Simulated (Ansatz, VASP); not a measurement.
Two plane-wave programs on AlN

INCAR

```
  ALGO = Normal
  EDIFF = 1E-7
  ENCUT = 520
  GGA = PS
  ISIF = 2
  ISMEAR = 0
  LASPH = T
  LCHARG = T
  LELF = T
  LREAL = F
  LVHAR = T
  LWAVE = F
  NBANDS = 16
  NELM = 80
  PREC = Accurate
  SIGMA = 0.05
```

File KPOINTS:

```
k-points
0
Gamma
  9 9 6
```

File POSCAR:

```
AlN
1.0
    3.2399472693      0.0000000000      0.0000000000
   -1.6199736347      2.8058766421      0.0000000000
    0.0000000000      0.0000000000      4.1954077190
Al N
2 2
Direct
    0.3333333333      0.6666666667      0.7500000000
    0.6666666667      0.3333333333      0.2500000000
    0.3333333333      0.6666666667      0.2500000000
    0.6666666667      0.3333333333      0.7500000000
```

Input for Ansatz:

```yaml
crystal:
  lattice:
    - [3.2399472693, 0.0, 0.0]
    - [-1.6199736347, 2.8058766421, 0.0]
    - [0.0, 0.0, 4.195407719]
  atoms:
    - { symbol: Al, position: [0.3333333333, 0.6666666667, 0.75] }
    - { symbol: Al, position: [0.6666666667, 0.3333333333, 0.25] }
    - { symbol: "N", position: [0.3333333333, 0.6666666667, 0.25] }
    - { symbol: "N", position: [0.6666666667, 0.3333333333, 0.75] }
basis:
  ecutwfc: 520.0
kpoints:
  mp_grid: { grid: [9, 9, 6] }
hamiltonian:
  xc: pbesol
  pseudopotentials: { kind: paw, azcp: { folder: soft_1 } }
scf:
  occupations: { method: gaussian, width: 0.05 }
output:
  forces: true
  stress: true
  eigenvalues: true
```

Alike in both runs: task single point; functional PBEsol; k mesh 9 × 9 × 6; occupations gaussian, width 0.05 eV; no spin polarisation.

|  | VASP | Ansatz |
| --- | --- | --- |
| version | VASP 6.6.1 | Ansatz 0.2.0 |
| potentials or method | VASP PAW PBE potentials, release 64 (Al, N), cutoff 520 eV | scalar-relativistic, plane waves, PAW |
| valence electrons in the cell | 16 | 16 |

VASP gave:

| Quantity | Value |
| --- | --- |
| gap on the k mesh at the Fermi level (eV) | 3.45 |
| least direct gap on the mesh (eV) | 3.45 |
| pressure (GPa) | 6.7 |
| traceless stress, the component that is largest in VASP (GPa) | -5.63 |

Task: Estimate Ansatz's values.

Result: gap on the k mesh at the Fermi level (eV): 3.43; least direct gap on the mesh (eV): 3.43; pressure (GPa): 6.7; traceless stress, the component that is largest in VASP (GPa): -5.56.

VASP's potentials were made for PBE, not for PBEsol, and Ansatz warns of the same on its side. With one functional, cell and mesh, what is left measures potentials, basis and numerics.
